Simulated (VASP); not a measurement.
# AlAs (base) (F-43m) in VASP: a series of runs

AlAs (base) is run at these levels: LDA; tasks: single point, relaxation of cell and atoms.

All numbers are computed with VASP 6.6.1; they aren't measurements. Logs are shortened: lines on timing, memory, paths and dates and some standing lists are left out, and cuts for length are marked.

**1. The cell of the first run**

It takes space group F-43m (No. 216, cubic). The conventional cell has a = 5.676 Å, b = 5.676 Å, c = 5.676 Å, α = 90.00°, β = 90.00°, γ = 90.00°. Al (site symmetry -43m) has 4 As at 2.46 Å within 3.2 Å. Within 3.2 Å of As (site symmetry -43m) lie 4 Al at 2.46 Å.

**2. Single point, LDA**

INCAR reads:

```
SYSTEM = AlAs
PREC     = Accurate       ! precision mode
ENCUT    = 500            ! plane-wave cutoff, eV
EDIFF    = 1E-6           ! SCF threshold, eV
ISMEAR   = 0              ! smearing method
SIGMA    = 0.1            ! smearing width, eV
LREAL    = .False.        ! projectors in reciprocal space
LASPH    = .True.         ! aspherical terms in the spheres
NELM     = 120            ! most SCF steps
ALGO     = Normal         ! electronic algorithm
ISIF     = 2              ! what is computed and relaxed
LWAVE    = .False.        ! write WAVECAR
LCHARG   = .False.        ! write CHGCAR
GGA      = CA             ! functional
NBANDS   = 11             ! bands
GGA_COMPAT= .False.
```

KPOINTS reads:

```
Automatic mesh
0
Gamma
  6 6 6
  0 0 0
```

POSCAR reads:

```
AlAs
1.0
    0.0000000000      2.8379008000      2.8379008000
    2.8379008000      0.0000000000      2.8379008000
    2.8379008000      2.8379008000      0.0000000000
Al As
1 1
Direct
    0.0000000000      0.0000000000      0.0000000000
    0.2500000000      0.2500000000      0.2500000000
```

Potentials or basis: VASP PAW LDA potentials, release 64 (Al, As).

The run is started by

```
$ cat potpaw_LDA.64/Al/POTCAR potpaw_LDA.64/As/POTCAR > POTCAR
$ mpirun -np 1 vasp_std > vasp.out
```

OUTCAR:

```text
SYSTEM = AlAs
   PREC = Accurate
   ENCUT = 500
   EDIFF = 1E-6
   ISMEAR = 0
   LREAL = .False.
   LASPH = .True.
   NELM = 120
   ISIF = 2
   GGA = CA

 ion  position               nearest neighbor table
   1  0.000  0.000  0.000-   2 2.46   2 2.46   2 2.46   2 2.46
   2  0.250  0.250  0.250-   1 2.46   1 2.46   1 2.46   1 2.46

  LATTYP: Found a face centered cubic cell.
 ALAT       =     5.6758016000

  Lattice vectors:

 A1 = (   0.0000000000,   2.8379008000,   2.8379008000)
 A2 = (   2.8379008000,   0.0000000000,   2.8379008000)
 A3 = (   2.8379008000,   2.8379008000,   0.0000000000)

Analysis of symmetry for initial positions (statically):
=====================================================================
 Subroutine PRICEL returns:
 Original cell was already a primitive cell.

 Routine SETGRP: Setting up the symmetry group for a
 face centered cubic supercell.

 Subroutine GETGRP returns: Found 24 space group operations
 (whereof 24 operations were pure point group operations)
 out of a pool of 48 trial point group operations.

The static configuration has the point symmetry T_d .

Analysis of symmetry for dynamics (positions and initial velocities):
=====================================================================
 Subroutine PRICEL returns:
 Original cell was already a primitive cell.

 Routine SETGRP: Setting up the symmetry group for a
 face centered cubic supercell.

 Subroutine GETGRP returns: Found 24 space group operations
 (whereof 24 operations were pure point group operations)
 out of a pool of 48 trial point group operations.

The dynamic configuration has the point symmetry T_d .

 Subroutine INISYM returns: Found 24 space group operations
 (whereof 24 operations are pure point group operations),
 and found     1 'primitive' translations

----------------------------------------------------------------------------------------

                                     Primitive cell

  volume of cell :      45.7111

  direct lattice vectors                    reciprocal lattice vectors
     0.000000000  2.837900800  2.837900800    -0.176186567  0.176186567  0.176186567
     2.837900800  0.000000000  2.837900800     0.176186567 -0.176186567  0.176186567
     2.837900800  2.837900800  0.000000000     0.176186567  0.176186567 -0.176186567

  length of vectors
     4.013397800  4.013397800  4.013397800     0.305164086  0.305164086  0.305164086

  position of ions in fractional coordinates (direct lattice)
     0.000000000  0.000000000  0.000000000
     0.250000000  0.250000000  0.250000000

  ion indices of the primitive-cell ions
   primitive index   ion index
                 1           1
                 2           2

----------------------------------------------------------------------------------------

 KPOINTS: Automatic mesh

Automatic generation of k-mesh.
 Grid dimensions read from file:
 generate k-points for:    6    6    6

 Generating k-lattice:

  Cartesian coordinates                     Fractional coordinates (reciprocal lattice)
    -0.029364428  0.029364428  0.029364428     0.166666667  0.000000000  0.000000000
     0.029364428 -0.029364428  0.029364428     0.000000000  0.166666667  0.000000000
     0.029364428  0.029364428 -0.029364428     0.000000000  0.000000000  0.166666667

  Length of vectors
     0.050860681  0.050860681  0.050860681

  Shift w.r.t. Gamma in fractional coordinates (k-lattice)
     0.000000000  0.000000000  0.000000000

 Subroutine IBZKPT returns following result:
 ===========================================

 Found     16 irreducible k-points:

 Following reciprocal coordinates:
            Coordinates               Weight
  0.000000  0.000000  0.000000      1.000000
  0.166667  0.000000  0.000000      8.000000
  0.333333  0.000000  0.000000      8.000000
  0.500000  0.000000  0.000000      4.000000
  0.166667  0.166667  0.000000      6.000000
  0.333333  0.166667  0.000000     24.000000
[... 8 lines left out ...]
 -0.333333  0.333333  0.166667     24.000000
 -0.333333  0.500000  0.166667     12.000000
   k-points           NKPTS =     16   k-points in BZ     NKDIM =     16   number of bands    NBANDS=     11
   number of dos      NEDOS =    301   number of ions     NIONS =      2
   total plane-waves  NPLWV =  27000
   dimension x,y,z NGX =    30 NGY =   30 NGZ =   30
   dimension x,y,z NGXF=    60 NGYF=   60 NGZF=   60
   ions per type =               1   1
   NGX,Y,Z   is equivalent  to a cutoff of  12.43, 12.43, 12.43 a.u.
   NGXF,Y,Z  is equivalent  to a cutoff of  24.85, 24.85, 24.85 a.u.
 SYSTEM =  AlAs
   PREC   = accura    normal or accurate (medium, high low for compatibility)
   ISTART =      0    job   : 0-new  1-cont  2-samecut
   ICHARG =      2    charge: 1-file 2-atom 10-const
   ISPIN  =      1    spin polarized calculation?
   LNONCOLLINEAR =      F non collinear calculations
   LSORBIT =      F    spin-orbit coupling
   LASPH  =      T    aspherical Exc in radial PAW
   ENCUT  =  500.0 eV  36.75 Ry    6.06 a.u.   7.32  7.32  7.32*2*pi/ulx,y,z
   NELM   =    120;   NELMIN=  2; NELMDL= -5     # of ELM steps
   EDIFF  = 0.1E-05   stopping-criterion for ELM
   LREAL  =      F    real-space projection
   EDIFFG = 0.1E-04   stopping-criterion for IOM
   NSW    =      0    number of steps for IOM
   IBRION =     -1    ionic relax: 0-MD 1-quasi-New 2-CG
   NFREE  =      0    steps in history (QN), initial steepest desc. (CG)
   ISIF   =      2    stress and relaxation
   ISYM   =      2    0-nonsym 1-usesym 2-fastsym
   POTIM  = 0.5000    time-step for ionic-motion
   TEBEG  =    0.0;   TEEND  =   0.0 temperature during run
   PSTRESS=    0.0 pullay stress
   NELECT =       8.0000    total number of electrons
   NUPDOWN=      -1.0000    fix difference up-down
   EMIN   =  10.00;   EMAX   =-10.00  energy-range for DOS
   EFERMI =   0.00;   METHOD = LEGACY
   ISMEAR =     0;   SIGMA  =   0.10  broadening in eV -4-tet -1-fermi 0-gaus
   EFERMI_NEDOS =   21; number of points for ismear=-14 and -15
   IALGO  =     38    algorithm
   IMIX   =      4    mixing-type and parameters
     AMIX     =   0.40;   BMIX     =  1.00
     AMIX_MAG =   1.60;   BMIX_MAG =  1.00
  volume/ion in A,a.u.               =      22.86       154.24
  Fermi-wavevector in a.u.,A,eV,Ry     =   0.915723  1.730466 11.409155  0.838549
  Thomas-Fermi vector in A             =   2.040497
   LORBIT       =      0    0 simple, 1 ext, 2 COOP (PROOUT), +10 PAW based schemes
   GGA     = CA    functional components
   LHFCALC =     F    Hartree Fock is set to
   AEXX    =    0.0000 exact exchange contribution
   IVDW    =     0    specifies the selected vdW correction
   LEPSILON=     F    determine dielectric tensor
   LRPA    =     F    only Hartree local field effects (RPA)
 non-spin polarized calculation
 Gauss-broadening in eV      SIGMA  =   0.10
  energy-cutoff  :      500.00
  volume of cell :       45.71
 maximum number of plane-waves:      1211
 NGX is ok and might be reduce to    30
   NGX = 15   NGY = 15   NGZ = 15

 number of electron       8.0000000 magnetization

 Free energy of the ion-electron system (eV)
  ---------------------------------------------------
  ext. energy  EPLUGINS =         0.00000000
  ---------------------------------------------------
  free energy    TOTEN  =       -10.49859179 eV

  energy without entropy =      -10.49859179  energy(sigma->0) =      -10.49859179

 E-fermi :   4.1901     XC(G=0):  -9.2473

 val. band max:        3.7197724548   @ k =   0.0000   0.0000   0.0000
 cond. band min:       5.0661677078   @ k =   0.5000   0.5000   0.0000
 fundamental gap:      1.3463952530
 Fermi energy:         4.1900910648

 k-point     1 :       0.0000    0.0000    0.0000
  band No.  band energies     occupation
      1      -8.1309      2.00000
      2       3.7198      2.00000
      3       3.7198      2.00000
      4       3.7198      2.00000
      5       5.5383      0.00000
      6       7.9474      0.00000
      7       7.9474      0.00000
      8       7.9474      0.00000
      9      12.2974      0.00000
     10      12.7338      0.00000
     11      12.7338      0.00000

 k-point     2 :       0.1667    0.0000    0.0000
  band No.  band energies     occupation
      1      -7.8660      2.00000
      2       1.5952      2.00000
      3       3.4581      2.00000
      4       3.4581      2.00000
      5       6.3779      0.00000
      6       8.3793      0.00000
      7       8.3793      0.00000
      8       8.7796      0.00000
      9      11.9223      0.00000
     10      11.9223      0.00000
     11      13.2163      0.00000

 k-point     3 :       0.3333    0.0000    0.0000
  band No.  band energies     occupation
      1      -7.1971      2.00000
      2      -0.7797      2.00000
      3       3.0605      2.00000
      4       3.0605      2.00000
      5       5.9354      0.00000
      6       8.5222      0.00000
      7       8.5222      0.00000
      8      11.0354      0.00000
      9      12.7072      0.00000
     10      12.7072      0.00000
     11      12.8571      0.00000

 k-point     4 :       0.5000    0.0000    0.0000
  band No.  band energies     occupation
      1      -6.7330      2.00000
      2      -1.8448      2.00000
      3       2.9001      2.00000
      4       2.9001      2.00000
      5       5.7086      0.00000
      6       8.3451      0.00000
      7       8.3451      0.00000
      8      11.2836      0.00000
      9      14.6328      0.00000
     10      15.1681      0.00000
     11      15.1681      0.00000
[... 127 lines left out ...]
 k-point    14 :       0.5000    0.3333    0.1667
  band No.  band energies     occupation
      1      -6.6805      2.00000
      2      -0.9258      2.00000
      3       1.0013      2.00000
      4       2.0764      2.00000
      5       7.3007      0.00000
      6       8.1496      0.00000
      7       8.7743      0.00000
      8      11.5226      0.00000
      9      12.8645      0.00000
     10      14.2756      0.00000
     11      16.5608      0.00000

 k-point    15 :      -0.3333    0.3333    0.1667
  band No.  band energies     occupation
      1      -6.3280      2.00000
      2      -1.3988      2.00000
      3       0.5472      2.00000
      4       1.6977      2.00000
      5       7.5641      0.00000
      6       8.1952      0.00000
      7      10.3070      0.00000
      8      11.0128      0.00000
      9      11.9508      0.00000
     10      15.0583      0.00000
     11      16.3745      0.00000

 k-point    16 :      -0.3333    0.5000    0.1667
  band No.  band energies     occupation
      1      -6.1710      2.00000
      2      -1.4674      2.00000
      3       0.7885      2.00000
      4       1.0360      2.00000
      5       6.8038      0.00000
      6       7.7325      0.00000
      7      10.7166      0.00000
      8      11.4172      0.00000
      9      14.1280      0.00000
     10      15.9031      0.00000
     11      16.1245      0.00000

------------------------ aborting loop because EDIFF is reached ----------------------------------------

  FORCE on cell =-STRESS in cart. coord.  units (eV):
  Direction    XX          YY          ZZ          XY          YZ          ZX
  --------------------------------------------------------------------------------------
  -------------------------------------------------------------------------------------
  Total       -0.4141590     -0.4141590     -0.4141590      0.0000000      0.0000000      0.0000000
  in kB      -14.5163054    -14.5163054    -14.5163054      0.0000000      0.0000000      0.0000000
  external PRESSURE =     -14.5163054 kB  Pullay stress =       0.0000000 kB

 VOLUME and BASIS-vectors are now :
 -----------------------------------------------------------------------------
  energy-cutoff  :      500.00
  volume of cell :       45.71
      direct lattice vectors                 reciprocal lattice vectors
     0.000000000  2.837900800  2.837900800    -0.176186567  0.176186567  0.176186567
     2.837900800  0.000000000  2.837900800     0.176186567 -0.176186567  0.176186567
     2.837900800  2.837900800  0.000000000     0.176186567  0.176186567 -0.176186567

 POSITION                                       TOTAL-FORCE (eV/Angst)
 -----------------------------------------------------------------------------------
      0.00000      0.00000      0.00000         0.000000      0.000000      0.000000
      1.41895      1.41895      1.41895        -0.000000     -0.000000     -0.000000
 -----------------------------------------------------------------------------------
    total drift:                               -0.000000     -0.000000     -0.000000

  FREE ENERGIE OF THE ION-ELECTRON SYSTEM (eV)
  ---------------------------------------------------
  free  energy   TOTEN  =       -10.4985917932 eV

  energy  without entropy=      -10.4985917932  energy(sigma->0) =      -10.49859179
```

Wall time 11 s (1 thread of Intel Xeon 8259CL, shared host); peak memory 0.14 GiB.

Results:

| Quantity | Value |
| --- | --- |
| Free energy | -10.4986 eV |
| Pressure | -1.5 GPa |
| Band gap on the k mesh | 1.35 eV, indirect (least direct gap 1.82 eV) |

A k mesh can miss the band edges. Expect the measured gap to be larger: semilocal functionals such as LDA lack the derivative discontinuity.

[end of part 1 of 2]
